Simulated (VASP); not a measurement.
# La (Fm-3m) in VASP: single point with HSE06

Aim: the single point of La with HSE06.

Everything below comes from runs of VASP 6.6.1. Logs are shortened: lines on timing, memory, paths and dates and some standing lists are left out, and cuts for length are marked.

### Step 1. The cell of the first run

Symmetry: Fm-3m, No. 225, cubic system. Conventional cell: a = 5.305 Å, b = 5.305 Å, c = 5.305 Å, α = 90.00°, β = 90.00°, γ = 90.00°. Within 4.9 Å of La (site symmetry m-3m) lie 12 La at 3.75 Å.

This isn't the form of La at room conditions, which is double hcp.

### Step 2. Single point, HSE06

Input file POSCAR:

```
La
1.0
    0.0000000000      2.6523757724      2.6523757724
    2.6523757724      0.0000000000      2.6523757724
    2.6523757724      2.6523757724      0.0000000000
La
1
Direct
    0.0000000000      0.0000000000      0.0000000000
```

Input file INCAR.step1:

```
PREC = Accurate ; ENCUT = 520
EDIFF = 1E-5 ; ISMEAR = -1
SIGMA = 0.1 ; LREAL = False
LASPH = True ; NELM = 60
ALGO = Normal ; ISIF = 2
LWAVE = True ; GGA = PE
NBANDS = 12
```

Input file INCAR.step2:

```
PREC = Accurate ; ENCUT = 520
EDIFF = 1E-6 ; ISMEAR = -1
SIGMA = 0.1 ; LREAL = False
LASPH = True ; NELM = 60
ALGO = Normal ; ISIF = 2
LWAVE = False ; LCHARG = True
GGA = PE ; LHFCALC = True
HFSCREEN = 0.2079 ; PRECFOCK = Normal
LELF = True ; LVHAR = True
ISTART = 1 ; NBANDS = 12
```

Input file KPOINTS:

```
Automatic mesh
0
Gamma
  5 5 5
```

Potentials or basis: VASP PAW PBE potentials, release 64 (La).

Started as:

```sh
$ cat potpaw_PBE.64/La/POTCAR > POTCAR
$ cp INCAR.step1 INCAR
$ mpirun -np 1 vasp_std > vasp.out
$ cp INCAR.step2 INCAR
$ mpirun -np 1 vasp_std > vasp.out
```

OUTCAR:

```text
PREC = Accurate
   ENCUT = 520
   EDIFF = 1E-6
   ISMEAR = -1
   LREAL = False
   LASPH = True
   NELM = 60
   ISIF = 2
   GGA = PE
   LHFCALC = True
   HFSCREEN = 0.2079
   PRECFOCK = Normal
   ISTART = 1

 ion  position               nearest neighbor table
   1  0.000  0.000  0.000-

  LATTYP: Found a face centered cubic cell.
 ALAT       =     5.3047515448

  Lattice vectors:

 A1 = (   0.0000000000,   2.6523757724,   2.6523757724)
 A2 = (   2.6523757724,   0.0000000000,   2.6523757724)
 A3 = (   2.6523757724,   2.6523757724,   0.0000000000)

Analysis of symmetry for initial positions (statically):
=====================================================================
 Subroutine PRICEL returns:
 Original cell was already a primitive cell.

 Routine SETGRP: Setting up the symmetry group for a
 face centered cubic supercell.

 Subroutine GETGRP returns: Found 48 space group operations
 (whereof 48 operations were pure point group operations)
 out of a pool of 48 trial point group operations.

The static configuration has the point symmetry O_h .

Analysis of symmetry for dynamics (positions and initial velocities):
=====================================================================
 Subroutine PRICEL returns:
 Original cell was already a primitive cell.

 Routine SETGRP: Setting up the symmetry group for a
 face centered cubic supercell.

 Subroutine GETGRP returns: Found 48 space group operations
 (whereof 48 operations were pure point group operations)
 out of a pool of 48 trial point group operations.

The dynamic configuration has the point symmetry O_h .

 Subroutine INISYM returns: Found 48 space group operations
 (whereof 48 operations are pure point group operations),
 and found     1 'primitive' translations

----------------------------------------------------------------------------------------

                                     Primitive cell

  volume of cell :      37.3194

  direct lattice vectors                    reciprocal lattice vectors
     0.000000000  2.652375772  2.652375772    -0.188510242  0.188510242  0.188510242
     2.652375772  0.000000000  2.652375772     0.188510242 -0.188510242  0.188510242
     2.652375772  2.652375772  0.000000000     0.188510242  0.188510242 -0.188510242

  length of vectors
     3.751025790  3.751025790  3.751025790     0.326509318  0.326509318  0.326509318

  position of ions in fractional coordinates (direct lattice)
     0.000000000  0.000000000  0.000000000

  ion indices of the primitive-cell ions
   primitive index   ion index
                 1           1

----------------------------------------------------------------------------------------

 KPOINTS: Automatic mesh

Automatic generation of k-mesh.
 Grid dimensions read from file:
 generate k-points for:    5    5    5

 Generating k-lattice:

  Cartesian coordinates                     Fractional coordinates (reciprocal lattice)
    -0.037702048  0.037702048  0.037702048     0.200000000  0.000000000  0.000000000
     0.037702048 -0.037702048  0.037702048     0.000000000  0.200000000  0.000000000
     0.037702048  0.037702048 -0.037702048     0.000000000  0.000000000  0.200000000

  Length of vectors
     0.065301864  0.065301864  0.065301864

  Shift w.r.t. Gamma in fractional coordinates (k-lattice)
     0.000000000  0.000000000  0.000000000

 Subroutine IBZKPT returns following result:
 ===========================================

 Found     10 irreducible k-points:

 Following reciprocal coordinates:
            Coordinates               Weight
  0.000000  0.000000  0.000000      1.000000
  0.200000  0.000000  0.000000      8.000000
  0.400000  0.000000  0.000000      8.000000
  0.200000  0.200000  0.000000      6.000000
  0.400000  0.200000  0.000000     24.000000
 -0.400000  0.200000  0.000000     24.000000
 -0.200000  0.200000  0.000000     12.000000
  0.400000  0.400000  0.000000      6.000000
 -0.400000  0.400000  0.000000     12.000000
 -0.400000  0.400000  0.200000     24.000000
   k-points           NKPTS =     10   k-points in BZ     NKDIM =    125   number of bands    NBANDS=     12
   number of dos      NEDOS =    301   number of ions     NIONS =      1
   total plane-waves  NPLWV =  21952
   dimension x,y,z NGX =    28 NGY =   28 NGZ =   28
   dimension x,y,z NGXF=    56 NGYF=   56 NGZF=   56
   ions per type =               1
   NGX,Y,Z   is equivalent  to a cutoff of  12.41, 12.41, 12.41 a.u.
   NGXF,Y,Z  is equivalent  to a cutoff of  24.82, 24.82, 24.82 a.u.
 SYSTEM =  unknown system
   PREC   = accura    normal or accurate (medium, high low for compatibility)
   ISTART =      1    job   : 0-new  1-cont  2-samecut
   ICHARG =      0    charge: 1-file 2-atom 10-const
   ISPIN  =      1    spin polarized calculation?
   LNONCOLLINEAR =      F non collinear calculations
   LSORBIT =      F    spin-orbit coupling
   LASPH  =      T    aspherical Exc in radial PAW
   ENCUT  =  520.0 eV  38.22 Ry    6.18 a.u.   6.97  6.97  6.97*2*pi/ulx,y,z
   NELM   =     60;   NELMIN=  2; NELMDL=  0     # of ELM steps
   EDIFF  = 0.1E-05   stopping-criterion for ELM
   LREAL  =      F    real-space projection
   EDIFFG = 0.1E-04   stopping-criterion for IOM
   NSW    =      0    number of steps for IOM
   IBRION =     -1    ionic relax: 0-MD 1-quasi-New 2-CG
   NFREE  =      0    steps in history (QN), initial steepest desc. (CG)
   ISIF   =      2    stress and relaxation
   ISYM   =      3    0-nonsym 1-usesym 2-fastsym
   POTIM  = 0.5000    time-step for ionic-motion
   TEBEG  =    0.0;   TEEND  =   0.0 temperature during run
   PSTRESS=    0.0 pullay stress
   NELECT =      11.0000    total number of electrons
   NUPDOWN=      -1.0000    fix difference up-down
   EMIN   =  10.00;   EMAX   =-10.00  energy-range for DOS
   EFERMI =   0.00;   METHOD = LEGACY
   ISMEAR =    -1;   SIGMA  =   0.10  broadening in eV -4-tet -1-fermi 0-gaus
   EFERMI_NEDOS =   21; number of points for ismear=-14 and -15
   IALGO  =     38    algorithm
   IMIX   =      1    mixing-type and parameters
     AMIX     =   0.40;   BMIX     =  1.00
     AMIX_MAG =   1.60;   BMIX_MAG =  1.00
  volume/ion in A,a.u.               =      37.32       251.84
  Fermi-wavevector in a.u.,A,eV,Ry     =   1.089500  2.058857 16.150263  1.187011
  Thomas-Fermi vector in A             =   2.225705
   LORBIT       =      0    0 simple, 1 ext, 2 COOP (PROOUT), +10 PAW based schemes
   GGA     = PE    functional components
   LHFCALC =     T    Hartree Fock is set to
   PRECFOCK=normal    Normal, Fast or Accurate (Low or Medium for compatibility)
   ENCUT4O =  -1.0   cutoff for four orbital integrals eV
   NKREDX  =     1    reduce k-point grid by
   NKREDY  =     1    reduce k-point grid by
   NKREDZ  =     1    reduce k-point grid by
   AEXX    =    0.2500 exact exchange contribution
   HFSCREEN=    0.2079 screening length (either q_TF or 0.3 A-1)
   HFSCREENC=   0.2079 screening length for correlation (either q_TF or 0.3 A-1)
   ENCUTFOCK=  -1.0 apply spherical cutoff to Coloumb kernel
   IVDW    =     0    specifies the selected vdW correction
   LEPSILON=     F    determine dielectric tensor
   LRPA    =     F    only Hartree local field effects (RPA)
 non-spin polarized calculation
  energy-cutoff  :      520.00
  volume of cell :       37.32
 maximum number of plane-waves:      1017
  NGX = 24; NGY = 24; NGZ = 24

 number of electron      10.9999999 magnetization

 Free energy of the ion-electron system (eV)
  ---------------------------------------------------
  ext. energy  EPLUGINS =         0.00000000
  ---------------------------------------------------
  free energy    TOTEN  =        -4.93289109 eV

  energy without entropy =       -4.85825015  energy(sigma->0) =       -4.89557062

 E-fermi :   7.8872     XC(G=0):  -7.9485

 val. band max:        7.7914201600   @ k =  -0.4000   0.4000   0.2000
 cond. band min:       7.9544117480   @ k =   0.2000   0.2000   0.0000
 fundamental gap:      0.1629915879
 Fermi energy:         7.8871817247

 k-point     1 :       0.0000    0.0000    0.0000
  band No.  band energies     occupation
      1     -27.7885      2.00000
      2      -9.5635      2.00000
      3      -9.5635      2.00000
      4      -9.5635      2.00000
      5       4.0146      2.00000
      6       9.7204      0.00000
      7       9.7204      0.00000
      8       9.7204      0.00000
      9      10.8435      0.00000
     10      11.6859      0.00000
     11      11.6859      0.00000
     12      11.6859      0.00000

 k-point     2 :       0.2000    0.0000    0.0000
  band No.  band energies     occupation
      1     -27.7150      2.00000
      2     -10.1366      2.00000
      3      -9.6288      2.00000
      4      -9.6288      2.00000
      5       5.1580      2.00000
      6       8.6788      0.00073
      7       9.9707      0.00000
      8       9.9707      0.00000
      9      11.2879      0.00000
     10      11.2879      0.00000
     11      11.3387      0.00000
     12      11.9302      0.00000

 k-point     3 :       0.4000    0.0000    0.0000
  band No.  band energies     occupation
      1     -27.5927      2.00000
      2     -10.9528      2.00000
      3      -9.7312      2.00000
      4      -9.7312      2.00000
      5       5.9208      2.00000
      6       9.5849      0.00000
      7       9.5849      0.00000
      8       9.6885      0.00000
      9      11.0461      0.00000
     10      11.6752      0.00000
     11      11.6752      0.00000
     12      12.3745      0.00000

 k-point     4 :       0.2000    0.2000    0.0000
  band No.  band energies     occupation
      1     -27.6908      2.00000
      2     -10.1185      2.00000
      3      -9.7493      2.00000
      4      -9.7493      2.00000
      5       5.5291      2.00000
      6       7.9544      0.67596
      7       9.8989      0.00000
      8      10.5032      0.00000
      9      10.5032      0.00000
     10      11.8742      0.00000
     11      11.9267      0.00000
     12      11.9267      0.00000

 k-point     5 :       0.4000    0.2000    0.0000
  band No.  band energies     occupation
      1     -27.5846      2.00000
      2     -10.7047      2.00000
      3      -9.9438      2.00000
      4      -9.8669      2.00000
      5       6.5383      2.00000
      6       7.7591      1.56502
      7       8.9656      0.00004
      8      10.5983      0.00000
      9      11.5908      0.00000
     10      11.8504      0.00000
     11      11.8835      0.00000
     12      12.2447      0.00000

 k-point     6 :      -0.4000    0.2000    0.0000
  band No.  band energies     occupation
      1     -27.5429      2.00000
      2     -10.8876      2.00000
      3     -10.1496      2.00000
      4      -9.8233      2.00000
      5       6.8853      1.99991
      6       8.0061      0.46675
      7       9.4636      0.00000
      8      10.2191      0.00000
      9      11.5390      0.00000
     10      11.6147      0.00000
     11      11.8859      0.00000
     12      12.3542      0.00000

 k-point     7 :      -0.2000    0.2000    0.0000
  band No.  band energies     occupation
      1     -27.6250      2.00000
      2     -10.5262      2.00000
      3      -9.9887      2.00000
      4      -9.6766      2.00000
      5       6.6013      1.99999
      6       8.1609      0.12167
      7       8.9813      0.00004
      8      10.4201      0.00000
      9      10.6349      0.00000
     10      11.7847      0.00000
     11      11.9199      0.00000
     12      12.1927      0.00000

 k-point     8 :       0.4000    0.4000    0.0000
  band No.  band energies     occupation
      1     -27.5293      2.00000
      2     -10.8507      2.00000
      3     -10.0346      2.00000
      4     -10.0346      2.00000
      5       5.8040      2.00000
      6       6.4793      2.00000
      7      10.7860      0.00000
      8      11.6344      0.00000
      9      11.6344      0.00000
     10      11.8996      0.00000
     11      12.2353      0.00000
     12      12.2353      0.00000

 k-point     9 :      -0.4000    0.4000    0.0000
  band No.  band energies     occupation
      1     -27.5033      2.00000
      2     -10.8118      2.00000
      3     -10.3391      2.00000
      4     -10.0089      2.00000
      5       6.1475      2.00000
      6       7.0604      1.99949
      7      10.2819      0.00000
      8      11.4616      0.00000
      9      11.5106      0.00000
     10      11.7676      0.00000
     11      12.2631      0.00000
     12      12.3191      0.00000

 k-point    10 :      -0.4000    0.4000    0.2000
  band No.  band energies     occupation
      1     -27.5186      2.00000
      2     -10.7097      2.00000
      3     -10.3510      2.00000
      4     -10.0089      2.00000
      5       7.0043      1.99971
      6       7.7914      1.44529
      7       8.5893      0.00178
      8      10.8928      0.00000
      9      11.6845      0.00000
     10      11.7631      0.00000
     11      12.2370      0.00000
     12      12.2645      0.00000

------------------------ aborting loop because EDIFF is reached ----------------------------------------

  FORCE on cell =-STRESS in cart. coord.  units (eV):
  Direction    XX          YY          ZZ          XY          YZ          ZX
  --------------------------------------------------------------------------------------
  -------------------------------------------------------------------------------------
  Total        0.3912471      0.3912471      0.3912471      0.0000000      0.0000000     -0.0000000
  in kB       16.7968008     16.7968008     16.7968008      0.0000000      0.0000000     -0.0000000
  external PRESSURE =      16.7968008 kB  Pullay stress =       0.0000000 kB

 VOLUME and BASIS-vectors are now :
 -----------------------------------------------------------------------------
  energy-cutoff  :      520.00
  volume of cell :       37.32
      direct lattice vectors                 reciprocal lattice vectors
     0.000000000  2.652375772  2.652375772    -0.188510242  0.188510242  0.188510242
     2.652375772  0.000000000  2.652375772     0.188510242 -0.188510242  0.188510242
     2.652375772  2.652375772  0.000000000     0.188510242  0.188510242 -0.188510242

 POSITION                                       TOTAL-FORCE (eV/Angst)
 -----------------------------------------------------------------------------------
      0.00000      0.00000      0.00000         0.000000      0.000000      0.000000
 -----------------------------------------------------------------------------------
    total drift:                               -0.000000     -0.000000      0.000000

  FREE ENERGIE OF THE ION-ELECTRON SYSTEM (eV)
  ---------------------------------------------------
  free  energy   TOTEN  =        -4.9328910872 eV

  energy  without entropy=       -4.8582501539  energy(sigma->0) =       -4.89557062
```

Wall time 42 min (1 thread of Oxide Virtual Turin-like, shared host); peak memory 0.24 GiB.

What came out:

```yaml
Free_energy: -4.9329 eV
Pressure: 1.7 GPa
Band_gap_on_the_k_mesh: zero (an odd number of electrons rules out a gap without spin polarisation)
```

Caveat: the k points lie up to 0.41 Å⁻¹ apart, too coarse for converged energies and pressures of a metal; the PAW data sets were made with another functional, which shifts forces and pressure a little; spin-orbit coupling is left out, which moves the levels of the heavy elements.

The gap in the log of VASP goes by the Fermi energy; the results here count the filled bands.